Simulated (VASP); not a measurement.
Here is a VASP 6.6.1 calculation.

Contents of INCAR:

```
PREC     = Accurate       # precision mode
ENCUT    = 600            # plane-wave cutoff, eV
EDIFF    = 1E-6           # SCF threshold, eV
ISMEAR   = -1             # smearing method
SIGMA    = 0.05           # smearing width, eV
LREAL    = F              # projectors in reciprocal space
LASPH    = T              # aspherical terms in the spheres
NELM     = 100            # most SCF steps
ALGO     = Normal         # electronic algorithm
ISIF     = 3              # what is computed and relaxed
LWAVE    = F              # write WAVECAR
LCHARG   = F              # write CHGCAR
GGA      = PS             # functional
IBRION   = 2              # ionic algorithm
NSW      = 60             # ionic steps
EDIFFG   = -0.01          # ionic threshold
PSTRESS  = 100.0
```

The input KPOINTS:

```
Automatic mesh
0
Gamma
  7 7 7
```

Contents of POSCAR:

```
GaGe3
1.0
    0.0000000000      3.3871670000      3.3871670000
    3.3871670000      0.0000000000      3.3871670000
    3.3871670000      3.3871670000      0.0000000000
Ge Ga
3 1
Direct
    0.5000000000      0.5000000000      0.5000000000
    0.7500000000      0.7500000000      0.7500000000
    0.2500000000      0.2500000000      0.2500000000
    0.0000000000      0.0000000000      0.0000000000
```

Potentials or basis: VASP PAW PBE potentials, release 64 (Ge_d, Ga_d).

Run with:

```console
$ cat potpaw_PBE.64/Ge_d/POTCAR potpaw_PBE.64/Ga_d/POTCAR > POTCAR
$ mpirun -np 1 vasp_std > vasp.out
```

Problem. Predict the space group after relaxing (to 0.1 Å).

Solution. Fm-3m (No. 225).

Problem. Predict the relaxed volume.

Solution. 16.45 Å³/atom.

Problem. What does it give for the band gap on the k mesh?

Solution. Zero (an odd number of electrons rules out a gap without spin polarisation).

Problem. What does it give for the relaxed cell?

Solution. a = 4.532 Å, b = 4.532 Å, c = 4.532 Å, α = 60.00°, β = 60.00°, γ = 60.00°.

Final structure:
```cif
data_structure
_symmetry_space_group_name_H-M 'P 1'
_symmetry_Int_Tables_number 1
_cell_length_a 4.5316
_cell_length_b 4.5316
_cell_length_c 4.5316
_cell_angle_alpha 60.000
_cell_angle_beta 60.000
_cell_angle_gamma 60.000
_cell_volume 65.80
loop_
_atom_site_label
_atom_site_type_symbol
_atom_site_fract_x
_atom_site_fract_y
_atom_site_fract_z
_atom_site_occupancy
Ge1 Ge 0.50000 0.50000 0.50000 1
Ge2 Ge 0.75000 0.75000 0.75000 1
Ge3 Ge 0.25000 0.25000 0.25000 1
Ga1 Ga 0.00000 0.00000 0.00000 1
```

Caveat: the cell is relaxed towards a set pressure, so the run minimises the enthalpy, not the energy; the volume moved by over 15 % at a fixed basis, so the end points are rough; the PAW data sets were made with another functional, which shifts forces and pressure a little.
